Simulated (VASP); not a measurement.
# LiHF2 (R-3m) in VASP: notebook

The runs below take LiHF2 through single point, with PBEsol.

All numbers are computed with VASP 6.6.1; they aren't measurements. Logs are shortened: lines on timing, memory, paths and dates and some standing lists are left out, and cuts for length are marked.

### Step 1. The cell of the first run

Symmetry: R-3m, No. 166, trigonal system. Conventional cell: a = 2.949 Å, b = 2.949 Å, c = 11.990 Å, α = 90.00°, β = 90.00°, γ = 120.00°. Within 2.7 Å of Li (site symmetry -3m) lie 6 F at 1.94 Å and 6 H at 2.63 Å. Within 1.5 Å of H (site symmetry -3m) lie 2 F at 1.08 Å. Within 1.5 Å of F (site symmetry 3m) lie 1 H at 1.08 Å.

### Step 2. Single point, PBEsol (strained)

File INCAR:

```
PREC = Accurate ; ENCUT = 520
EDIFF = 1E-6 ; ISMEAR = 0
SIGMA = 0.02 ; LREAL = F
LASPH = T ; NELM = 100
ALGO = Normal ; ISIF = 2
LWAVE = F ; LCHARG = T
GGA = PS ; LELF = T
LVHAR = T ; NBANDS = 17
```

File KPOINTS:

```
regular mesh
0
Gamma
  9 9 9
```

File POSCAR:

```
LiHF2
1.0
    1.4746852512      0.8514099268      3.9966118547
   -1.4746852512      0.8514099268      3.9966118547
    0.0000000000     -1.7028198536      3.9966118547
Li H F
1 1 2
Direct
    0.0000000000      0.0000000000      0.0000000000
    0.5000000000      0.5000000000      0.5000000000
    0.4100632393      0.4100632393      0.4100632393
    0.5899367607      0.5899367607      0.5899367607
```

Potentials or basis: VASP PAW PBE potentials, release 64 (Li_sv, H, F).

Command:

```sh
$ cat potpaw_PBE.64/Li_sv/POTCAR potpaw_PBE.64/H/POTCAR potpaw_PBE.64/F/POTCAR > POTCAR
$ mpirun -np 1 vasp_std > vasp.out
```

OUTCAR:

```text
PREC = Accurate
   ENCUT = 520
   EDIFF = 1E-6
   ISMEAR = 0
   LREAL = F
   LASPH = T
   NELM = 100
   ISIF = 2
   GGA = PS

 ion  position               nearest neighbor table
   1  0.000  0.000  0.000-   4 1.94   4 1.94   3 1.94   3 1.94   4 1.94   3 1.94
   2  0.500  0.500  0.500-   3 1.08   4 1.08
   3  0.410  0.410  0.410-   2 1.08   1 1.94   1 1.94   1 1.94
   4  0.590  0.590  0.590-   2 1.08   1 1.94   1 1.94   1 1.94

  LATTYP: Found a trigonal (rhomboedric) cell.
 ALAT       =     4.3442492758
 COS(alpha) =     0.7695380701

  Lattice vectors:

 A1 = (   1.4746852512,   0.8514099268,   3.9966118547)
 A2 = (  -1.4746852512,   0.8514099268,   3.9966118547)
 A3 = (   0.0000000000,  -1.7028198536,   3.9966118547)

Analysis of symmetry for initial positions (statically):
=====================================================================
 Subroutine PRICEL returns:
 Original cell was already a primitive cell.

 Routine SETGRP: Setting up the symmetry group for a
 trigonal (rhombohedral) supercell.

 Subroutine GETGRP returns: Found 12 space group operations
 (whereof 12 operations were pure point group operations)
 out of a pool of 12 trial point group operations.

The static configuration has the point symmetry D_3d.

Analysis of symmetry for dynamics (positions and initial velocities):
=====================================================================
 Subroutine PRICEL returns:
 Original cell was already a primitive cell.

 Routine SETGRP: Setting up the symmetry group for a
 trigonal (rhombohedral) supercell.

 Subroutine GETGRP returns: Found 12 space group operations
 (whereof 12 operations were pure point group operations)
 out of a pool of 12 trial point group operations.

The dynamic configuration has the point symmetry D_3d.

 Subroutine INISYM returns: Found 12 space group operations
 (whereof 12 operations are pure point group operations),
 and found     1 'primitive' translations

----------------------------------------------------------------------------------------

                                     Primitive cell

  volume of cell :      30.1080

  direct lattice vectors                    reciprocal lattice vectors
     1.474685251  0.851409927  3.996611855     0.339055402  0.195753727  0.083403980
    -1.474685251  0.851409927  3.996611855    -0.339055402  0.195753727  0.083403980
     0.000000000 -1.702819854  3.996611855     0.000000000 -0.391507455  0.083403980

  length of vectors
     4.344249276  4.344249276  4.344249276     0.400292781  0.400292781  0.400292781

  position of ions in fractional coordinates (direct lattice)
     0.000000000  0.000000000  0.000000000
     0.500000000  0.500000000  0.500000000
     0.410063239  0.410063239  0.410063239
     0.589936761  0.589936761  0.589936761

  ion indices of the primitive-cell ions
   primitive index   ion index
                 1           1
                 2           2
                 3           3
                 4           4

----------------------------------------------------------------------------------------

 KPOINTS: regular mesh

Automatic generation of k-mesh.
 Grid dimensions read from file:
 generate k-points for:    9    9    9

 Generating k-lattice:

  Cartesian coordinates                     Fractional coordinates (reciprocal lattice)
     0.037672822  0.021750414  0.009267109     0.111111111  0.000000000  0.000000000
    -0.037672822  0.021750414  0.009267109     0.000000000  0.111111111  0.000000000
     0.000000000 -0.043500828  0.009267109     0.000000000  0.000000000  0.111111111

  Length of vectors
     0.044476976  0.044476976  0.044476976

  Shift w.r.t. Gamma in fractional coordinates (k-lattice)
     0.000000000  0.000000000  0.000000000

 Subroutine IBZKPT returns following result:
 ===========================================

 Found     85 irreducible k-points:

 Following reciprocal coordinates:
            Coordinates               Weight
  0.000000  0.000000  0.000000      1.000000
  0.111111 -0.000000  0.000000      6.000000
  0.222222  0.000000  0.000000      6.000000
  0.333333 -0.000000  0.000000      6.000000
  0.444444  0.000000  0.000000      6.000000
  0.111111  0.111111  0.000000      6.000000
[... 16 lines left out ...]
 -0.333333  0.333333  0.000000      6.000000
  0.444444  0.444444  0.000000      6.000000
 [... further k-points ...]
   k-points           NKPTS =     85   k-points in BZ     NKDIM =     85   number of bands    NBANDS=     17
   number of dos      NEDOS =    301   number of ions     NIONS =      4
   total plane-waves  NPLWV =  32768
   dimension x,y,z NGX =    32 NGY =   32 NGZ =   32
   dimension x,y,z NGXF=    64 NGYF=   64 NGZF=   64
   ions per type =               1   1   2
   NGX,Y,Z   is equivalent  to a cutoff of  12.25, 12.25, 12.25 a.u.
   NGXF,Y,Z  is equivalent  to a cutoff of  24.49, 24.49, 24.49 a.u.
 SYSTEM =  unknown system
   PREC   = accura    normal or accurate (medium, high low for compatibility)
   ISTART =      0    job   : 0-new  1-cont  2-samecut
   ICHARG =      2    charge: 1-file 2-atom 10-const
   ISPIN  =      1    spin polarized calculation?
   LNONCOLLINEAR =      F non collinear calculations
   LSORBIT =      F    spin-orbit coupling
   LASPH  =      T    aspherical Exc in radial PAW
   ENCUT  =  520.0 eV  38.22 Ry    6.18 a.u.   8.08  8.08  8.08*2*pi/ulx,y,z
   NELM   =    100;   NELMIN=  2; NELMDL= -5     # of ELM steps
   EDIFF  = 0.1E-05   stopping-criterion for ELM
   LREAL  =      F    real-space projection
   EDIFFG = 0.1E-04   stopping-criterion for IOM
   NSW    =      0    number of steps for IOM
   IBRION =     -1    ionic relax: 0-MD 1-quasi-New 2-CG
   NFREE  =      0    steps in history (QN), initial steepest desc. (CG)
   ISIF   =      2    stress and relaxation
   ISYM   =      2    0-nonsym 1-usesym 2-fastsym
   POTIM  = 0.5000    time-step for ionic-motion
   TEBEG  =    0.0;   TEEND  =   0.0 temperature during run
   PSTRESS=    0.0 pullay stress
   NELECT =      18.0000    total number of electrons
   NUPDOWN=      -1.0000    fix difference up-down
   EMIN   =  10.00;   EMAX   =-10.00  energy-range for DOS
   EFERMI =   0.00;   METHOD = LEGACY
   ISMEAR =     0;   SIGMA  =   0.02  broadening in eV -4-tet -1-fermi 0-gaus
   EFERMI_NEDOS =   21; number of points for ismear=-14 and -15
   IALGO  =     38    algorithm
   IMIX   =      4    mixing-type and parameters
     AMIX     =   0.40;   BMIX     =  1.00
     AMIX_MAG =   1.60;   BMIX_MAG =  1.00
  volume/ion in A,a.u.               =       7.53        50.79
  Fermi-wavevector in a.u.,A,eV,Ry     =   1.379130  2.606178 25.878279  1.902000
  Thomas-Fermi vector in A             =   2.504128
   LORBIT       =      0    0 simple, 1 ext, 2 COOP (PROOUT), +10 PAW based schemes
   GGA     = PS    functional components
   LHFCALC =     F    Hartree Fock is set to
   AEXX    =    0.0000 exact exchange contribution
   IVDW    =     0    specifies the selected vdW correction
   LEPSILON=     F    determine dielectric tensor
   LRPA    =     F    only Hartree local field effects (RPA)
 non-spin polarized calculation
 Gauss-broadening in eV      SIGMA  =   0.02
  energy-cutoff  :      520.00
  volume of cell :       30.11
 maximum number of plane-waves:       830
   NGX = 17   NGY = 17   NGZ = 17

 number of electron      18.0000006 magnetization

 Free energy of the ion-electron system (eV)
  ---------------------------------------------------
  ext. energy  EPLUGINS =         0.00000000
  ---------------------------------------------------
  free energy    TOTEN  =       -18.33225141 eV

  energy without entropy =      -18.33225141  energy(sigma->0) =      -18.33225141

 E-fermi :  -1.9913     XC(G=0):  -9.7784

 val. band max:       -2.0822784593   @ k =  -0.1111   0.1111   0.0000
 cond. band min:       6.4671652587   @ k =   0.0000   0.0000   0.0000
 fundamental gap:      8.5494437180
 Fermi energy:        -1.9913371583

 k-point     1 :       0.0000    0.0000    0.0000
  band No.  band energies     occupation
      1     -41.7760      2.00000
      2     -23.8114      2.00000
      3     -21.6628      2.00000
      4      -8.5065      2.00000
      5      -2.8204      2.00000
      6      -2.8204      2.00000
[... 9 lines left out ...]
     16      21.5036      0.00000
     17      21.5036      0.00000

 k-point     2 :       0.1111   -0.0000    0.0000
  band No.  band energies     occupation
      1     -41.7715      2.00000
      2     -23.7739      2.00000
      3     -21.6567      2.00000
      4      -8.4466      2.00000
      5      -3.2062      2.00000
      6      -2.8884      2.00000
[... 9 lines left out ...]
     16      19.2004      0.00000
     17      21.5308      0.00000

 k-point     3 :       0.2222    0.0000    0.0000
  band No.  band energies     occupation
      1     -41.7599      2.00000
      2     -23.6743      2.00000
      3     -21.6436      2.00000
      4      -8.2964      2.00000
      5      -3.9459      2.00000
      6      -3.0671      2.00000
[... 9 lines left out ...]
     16      18.3973      0.00000
     17      21.5161      0.00000

 k-point     4 :       0.3333   -0.0000    0.0000
  band No.  band energies     occupation
      1     -41.7468      2.00000
      2     -23.5554      2.00000
      3     -21.6325      2.00000
      4      -8.1322      2.00000
      5      -4.6352      2.00000
      6      -3.3840      2.00000
[... 9 lines left out ...]
     16      18.4100      0.00000
     17      21.3893      0.00000
[... 343 lines left out ...]
      1     -41.7346      2.00000
      2     -23.3003      2.00000
      3     -21.8218      2.00000
      4      -7.5604      2.00000
      5      -4.8596      2.00000
      6      -4.1006      2.00000
[... 9 lines left out ...]
     16      18.6103      0.00000
     17      21.2677      0.00000

 k-point    23 :      -0.3333    0.3333    0.0000
  band No.  band energies     occupation
      1     -41.7325      2.00000
      2     -23.3275      2.00000
      3     -21.7502      2.00000
      4      -7.7039      2.00000
      5      -4.6215      2.00000
      6      -4.3755      2.00000
[... 9 lines left out ...]
     16      18.6138      0.00000
     17      21.8890      0.00000

 k-point    24 :       0.4444    0.4444    0.0000
  band No.  band energies     occupation
      1     -41.7383      2.00000
      2     -23.2788      2.00000
      3     -21.9056      2.00000
      4      -7.3919      2.00000
      5      -5.0570      2.00000
      6      -3.8316      2.00000
[... 9 lines left out ...]
     16      18.5290      0.00000
     17      21.3932      0.00000

 [... further k-points ...]

------------------------ aborting loop because EDIFF is reached ----------------------------------------

  FORCE on cell =-STRESS in cart. coord.  units (eV):
  Direction    XX          YY          ZZ          XY          YZ          ZX
  --------------------------------------------------------------------------------------
  -------------------------------------------------------------------------------------
  Total        0.9010301      0.9010301      6.6778285      0.0000000     -0.0000000     -0.0000000
  in kB       47.9477912     47.9477912    355.3567524      0.0000000     -0.0000000     -0.0000000
  external PRESSURE =     150.4174449 kB  Pullay stress =       0.0000000 kB

 VOLUME and BASIS-vectors are now :
 -----------------------------------------------------------------------------
  energy-cutoff  :      520.00
  volume of cell :       30.11
      direct lattice vectors                 reciprocal lattice vectors
     1.474685251  0.851409927  3.996611855     0.339055402  0.195753727  0.083403980
    -1.474685251  0.851409927  3.996611855    -0.339055402  0.195753727  0.083403980
     0.000000000 -1.702819854  3.996611855     0.000000000 -0.391507455  0.083403980

 POSITION                                       TOTAL-FORCE (eV/Angst)
 -----------------------------------------------------------------------------------
      0.00000      0.00000      0.00000         0.000000     -0.000000     -0.000000
      0.00000      0.00000      5.99492        -0.000000     -0.000000     -0.000000
      0.00000      0.00000      4.91659         0.000000     -0.000000     -1.334416
      0.00000      0.00000      7.07324         0.000000      0.000000      1.334416
 -----------------------------------------------------------------------------------
    total drift:                                0.000000      0.000000      0.000000

  FREE ENERGIE OF THE ION-ELECTRON SYSTEM (eV)
  ---------------------------------------------------
  free  energy   TOTEN  =       -18.3322514052 eV

  energy  without entropy=      -18.3322514052  energy(sigma->0) =      -18.33225141
```

Wall time 74 s (1 thread of AMD EPYC 7R43 (Zen 3), shared host); peak memory 0.15 GiB.

Results:

```yaml
Free_energy: -18.3323 eV
Largest_force: 1.334 eV/Å
Band_gap_on_the_k_mesh: 8.55 eV (least direct gap 8.59 eV)
```

Forces on the atoms (eV/Å):
```
Li   0.000  0.000  0.000
H    0.000  0.000  0.000
F    0.000  0.000 -1.334
F    0.000  0.000  1.334
```

Levels at points of the mesh, in eV from the valence-band top:
| k point | band 6 | band 7 | band 8 | band 9 | band 10 | band 11 | band 12 | band 13 |
| --- | --- | --- | --- | --- | --- | --- | --- | --- |
| (0.00, 0.00, 0.00) | -0.74 | -0.55 | -0.55 | -0.04 | 8.55 | 13.45 | 19.36 | 20.04 |

Caveat: the cell differs from its parent crystal (strained); the cutoff is under 1.25 times the usual one of these potentials, so pressure, stress and relaxed cells hold a basis-set (Pulay) error; the PAW data sets were made with another functional, which shifts forces and pressure a little; an odd mesh through Γ misses points on the zone boundary, where band edges can lie.

[end of part 1 of 2]
